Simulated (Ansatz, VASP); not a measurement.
Two plane-wave programs on BeS

```
Be S
1.0
     0.00000    2.44538    2.25692
     2.25692    0.00000    2.25692
     2.25692    2.44538    0.00000
Be S
1 1
Direct
  0.00000 0.00000 0.00000
  0.75000 0.75000 0.75000
```

Alike in both runs: task single point; functional PBEsol; k mesh 10 × 10 × 10; occupations gaussian, width 0.05 eV; no spin polarisation.

```csv
,VASP,Ansatz
version,VASP 6.6.1,Ansatz 0.2.0
potentials or method,"VASP PAW PBE potentials, release 64 (Be, S), cutoff 520 eV","scalar-relativistic, plane waves, PAW"
valence electrons in the cell,8,8
```

|  | VASP | Ansatz | Ansatz less VASP |
| --- | --- | --- | --- |
| gap on the k mesh at the Fermi level (eV) | 2.17 | 2.16 | -0.004 |
| least direct gap on the mesh (eV) | 5.34 | 5.31 | -0.033 |
| pressure (GPa) | 15.9 | 15.7 | -0.19 |
| traceless stress, the component that is largest in VASP (GPa) | -6.33 | -6.36 | -0.037 |

VASP's potentials were made for PBE, not for PBEsol.
